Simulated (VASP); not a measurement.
Wanted: the native input for a VASP 6.6.1 run.

```
Task                   : single point
Functional             : PBE
Dispersion             : D3(BJ)
Potentials or basis    : VASP PAW PBE potentials, release 64 (As, In_d, H)
Cutoff                 : 520 eV
k mesh                 : 6 × 6 × 1
Occupations            : gaussian, width 0.1 eV
Spin                   : no spin polarisation
Dipole correction      : yes
Further INCAR settings : ALGO = Normal; EDIFF = 1e-06; NBANDS = 26
```

The structure of In2As2H lies in POSCAR:

```
In2As2H
1.0
    4.3220706691      0.0000000000      0.0000000000
   -2.1610353346      3.7430229964      0.0000000000
    0.0000000000      0.0000000000     21.7386927198
As In H
2 2 1
Direct
    0.0000000000      0.0000000000      0.1840037049
    0.3333333333      0.6666666667      0.3557112058
    0.3333333333      0.6666666667      0.2245875152
    0.6666666667      0.3333333333      0.3881876812
    1.0000000000      1.0000000000      0.5399907378
```

These files were run (other wordings do the same):

INCAR

```
  PREC = Accurate
  ENCUT = 520
  EDIFF = 1E-6
  ISMEAR = 0
  SIGMA = 0.1
  LREAL = F
  LASPH = T
  NELM = 100
  ALGO = Normal
  ISIF = 2
  LWAVE = F
  LCHARG = F
  LDIPOL = T
  IDIPOL = 3
  DIPOL = 0.5 0.5 0.338
  GGA = PE
  IVDW = 12
  NBANDS = 26
```

KPOINTS

```
regular mesh
0
Gamma
  6 6 1
```

Potentials or basis: VASP PAW PBE potentials, release 64 (As, In_d, H).

The run is started by

```sh
$ cat potpaw_PBE.64/As/POTCAR potpaw_PBE.64/In_d/POTCAR potpaw_PBE.64/H/POTCAR > POTCAR
$ mpirun -np 1 vasp_std > vasp.out
```

Results of the run:

```yaml
Largest_force: 0.331 eV/Å
Band_gap_on_the_k_mesh: zero (an odd number of electrons rules out a gap without spin polarisation)
Dispersion_energy_per_atom: -0.173 eV
```

Caveat: spin-orbit coupling is left out, which moves the levels of the heavy elements.

Wall time 78 s on 1 thread of Intel(R) Xeon(R) 6975P-C (Granite Rapids), with other jobs on the host, peak memory 0.41 GiB.
